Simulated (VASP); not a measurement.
# Tl (P6_3/mmc) in VASP: single point with LDA

Aim: the single point of Tl with LDA.

Everything below comes from runs of VASP 6.6.1. Logs are shortened: lines on timing, memory, paths and dates and some standing lists are left out, and cuts for length are marked.

## 1. The cell of the first run

Symmetry: P6_3/mmc, No. 194, hexagonal system. The conventional cell has a = 3.398 Å, b = 3.398 Å, c = 5.445 Å, α = 90.00°, β = 90.00°, γ = 120.00°. Tl (site symmetry -6m2) has 12 Tl at 3.36 to 3.40 Å within 4.4 Å.

## 2. Single point, LDA

Input file INCAR:

```
SYSTEM = Tl
PREC = Accurate
ENCUT = 520
EDIFF = 1E-6
ISMEAR = -1
SIGMA = 0.05
LREAL = .FALSE.
LASPH = .TRUE.
NELM = 80
ALGO = Normal
ISIF = 2
LWAVE = .FALSE.
LCHARG = .FALSE.
NBANDS = 20
```

Input file KPOINTS:

```
regular mesh
0
G
  15 15 9
  0 0 0
```

Input file POSCAR:

```
Tl
1.0
    3.3979030244      0.0000000000      0.0000000000
   -1.6989515122      2.9426703387      0.0000000000
    0.0000000000      0.0000000000      5.4451741860
Tl
2
Direct
    0.3333333333      0.6666666667      0.2500000000
    0.6666666667      0.3333333333      0.7500000000
```

Potentials or basis: VASP PAW LDA potentials, release 64 (Tl_d).

Command:

```sh
cat potpaw_LDA.64/Tl_d/POTCAR > POTCAR
mpirun -np 1 vasp_std > vasp.out
```

OUTCAR:

```text
SYSTEM = Tl
   PREC = Accurate
   ENCUT = 520
   EDIFF = 1E-6
   ISMEAR = -1
   LREAL = .FALSE.
   LASPH = .TRUE.
   NELM = 80
   ISIF = 2

 ion  position               nearest neighbor table
   1  0.333  0.667  0.250-   2 3.36   2 3.36   2 3.36   2 3.36   2 3.36   2 3.36
   2  0.667  0.333  0.750-   1 3.36   1 3.36   1 3.36   1 3.36   1 3.36   1 3.36

  LATTYP: Found a hexagonal cell.
 ALAT       =     3.3979030244
 C/A-ratio  =     1.6025101796

  Lattice vectors:

 A1 = (   3.3979030244,   0.0000000000,   0.0000000000)
 A2 = (  -1.6989515122,   2.9426703387,   0.0000000000)
 A3 = (   0.0000000000,   0.0000000000,   5.4451741860)

Analysis of symmetry for initial positions (statically):
=====================================================================
 Subroutine PRICEL returns:
 Original cell was already a primitive cell.

 Routine SETGRP: Setting up the symmetry group for a
 hexagonal supercell.

 Subroutine GETGRP returns: Found 24 space group operations
 (whereof 12 operations were pure point group operations)
 out of a pool of 24 trial point group operations.

The static configuration has the point symmetry D_3d.
 The point group associated with its full space group is D_6h.

Analysis of symmetry for dynamics (positions and initial velocities):
=====================================================================
 Subroutine PRICEL returns:
 Original cell was already a primitive cell.

 Routine SETGRP: Setting up the symmetry group for a
 hexagonal supercell.

 Subroutine GETGRP returns: Found 24 space group operations
 (whereof 12 operations were pure point group operations)
 out of a pool of 24 trial point group operations.

The dynamic configuration has the point symmetry D_3d.
 The point group associated with its full space group is D_6h.

 Subroutine INISYM returns: Found 24 space group operations
 (whereof 12 operations are pure point group operations),
 and found     1 'primitive' translations

----------------------------------------------------------------------------------------

                                     Primitive cell

  volume of cell :      54.4458

  direct lattice vectors                    reciprocal lattice vectors
     3.397903024  0.000000000  0.000000000     0.294299158  0.169913698  0.000000000
    -1.698951512  2.942670339  0.000000000     0.000000000  0.339827397  0.000000000
[... 75 lines left out ...]
 SYSTEM =  Tl
   PREC   = accura    normal or accurate (medium, high low for compatibility)
   ISTART =      0    job   : 0-new  1-cont  2-samecut
   ICHARG =      2    charge: 1-file 2-atom 10-const
   ISPIN  =      1    spin polarized calculation?
   LNONCOLLINEAR =      F non collinear calculations
   LSORBIT =      F    spin-orbit coupling
   LASPH  =      T    aspherical Exc in radial PAW
   ENCUT  =  520.0 eV  38.22 Ry    6.18 a.u.   6.32  6.32 10.12*2*pi/ulx,y,z
   NELM   =     80;   NELMIN=  2; NELMDL= -5     # of ELM steps
   EDIFF  = 0.1E-05   stopping-criterion for ELM
   LREAL  =      F    real-space projection
   EDIFFG = 0.1E-04   stopping-criterion for IOM
   NSW    =      0    number of steps for IOM
   IBRION =     -1    ionic relax: 0-MD 1-quasi-New 2-CG
   NFREE  =      0    steps in history (QN), initial steepest desc. (CG)
   ISIF   =      2    stress and relaxation
   ISYM   =      2    0-nonsym 1-usesym 2-fastsym
   POTIM  = 0.5000    time-step for ionic-motion
   TEBEG  =    0.0;   TEEND  =   0.0 temperature during run
   PSTRESS=    0.0 pullay stress
   NELECT =      26.0000    total number of electrons
   NUPDOWN=      -1.0000    fix difference up-down
   EMIN   =  10.00;   EMAX   =-10.00  energy-range for DOS
   EFERMI =   0.00;   METHOD = LEGACY
   ISMEAR =    -1;   SIGMA  =   0.05  broadening in eV -4-tet -1-fermi 0-gaus
   EFERMI_NEDOS =   21; number of points for ismear=-14 and -15
   IALGO  =     38    algorithm
   IMIX   =      4    mixing-type and parameters
     AMIX     =   0.40;   BMIX     =  1.00
     AMIX_MAG =   1.60;   BMIX_MAG =  1.00
  volume/ion in A,a.u.               =      27.22       183.71
  Fermi-wavevector in a.u.,A,eV,Ry     =   1.279611  2.418113 22.278224  1.637403
  Thomas-Fermi vector in A             =   2.412086
   LORBIT       =      0    0 simple, 1 ext, 2 COOP (PROOUT), +10 PAW based schemes
   GGA     = CA    functional components
   LHFCALC =     F    Hartree Fock is set to
   AEXX    =    0.0000 exact exchange contribution
   IVDW    =     0    specifies the selected vdW correction
   LEPSILON=     F    determine dielectric tensor
   LRPA    =     F    only Hartree local field effects (RPA)
 non-spin polarized calculation
  energy-cutoff  :      520.00
  volume of cell :       54.45
 maximum number of plane-waves:      1490
 NGX is ok and might be reduce to    28
   NGX = 13   NGY = 13   NGZ = 21

 number of electron      25.9999999 magnetization

 Free energy of the ion-electron system (eV)
  ---------------------------------------------------
  ext. energy  EPLUGINS =         0.00000000
  ---------------------------------------------------
  free energy    TOTEN  =        -5.87287350 eV

  energy without entropy =       -5.86664717  energy(sigma->0) =       -5.86976033

 E-fermi :   6.8310     XC(G=0): -10.7503

 val. band max:        6.8048373104   @ k =   0.2000   0.2000   0.2222
 cond. band min:       6.8339651888   @ k =   0.1333   0.1333   0.2222
 fundamental gap:      0.0291278784
 Fermi energy:         6.8309997639

 k-point     1 :       0.0000    0.0000    0.0000
  band No.  band energies     occupation
      1      -5.0596      2.00000
      2      -4.7771      2.00000
      3      -4.7533      2.00000
      4      -4.7533      2.00000
      5      -4.6915      2.00000
      6      -4.6915      2.00000
[... 541 lines left out ...]
     19      14.4621      0.00000
     20      19.2215      0.00000

 [... further k-points ...]
[... 5 lines left out ...]
  --------------------------------------------------------------------------------------
  -------------------------------------------------------------------------------------
  Total        0.0322289      0.0322289      0.0544479     -0.0000000     -0.0000000      0.0000000
  in kB        0.9484007      0.9484007      1.6022401     -0.0000000     -0.0000000      0.0000000
  external PRESSURE =       1.1663472 kB  Pullay stress =       0.0000000 kB

 VOLUME and BASIS-vectors are now :
 -----------------------------------------------------------------------------
  energy-cutoff  :      520.00
  volume of cell :       54.45
      direct lattice vectors                 reciprocal lattice vectors
     3.397903024  0.000000000  0.000000000     0.294299158  0.169913698  0.000000000
    -1.698951512  2.942670339  0.000000000     0.000000000  0.339827397  0.000000000
     0.000000000  0.000000000  5.445174186     0.000000000  0.000000000  0.183648854

 POSITION                                       TOTAL-FORCE (eV/Angst)
 -----------------------------------------------------------------------------------
     -0.00000      1.96178      1.36129        -0.000000     -0.000000      0.000000
      1.69895      0.98089      4.08388         0.000000      0.000000      0.000000
 -----------------------------------------------------------------------------------
    total drift:                               -0.000000      0.000000     -0.000000

  FREE ENERGIE OF THE ION-ELECTRON SYSTEM (eV)
  ---------------------------------------------------
  free  energy   TOTEN  =        -5.8728735002 eV

  energy  without entropy=       -5.8666471688  energy(sigma->0) =       -5.86976033
```

Run time: 88 s. Hardware: 1 thread of Intel Xeon Platinum 8259CL at 2.50GHz (Skylake/Cascade Lake), shared host; peak memory 0.23 GiB.

Results:

```
Free energy            : -5.8729 eV
Pressure               : 0.1 GPa
Band gap on the k mesh : zero (band 13 reaches 9.64 eV, above the bottom of band 14 at 4.73 eV)
```

Caveat: spin-orbit coupling is left out, which moves the levels of the heavy elements.
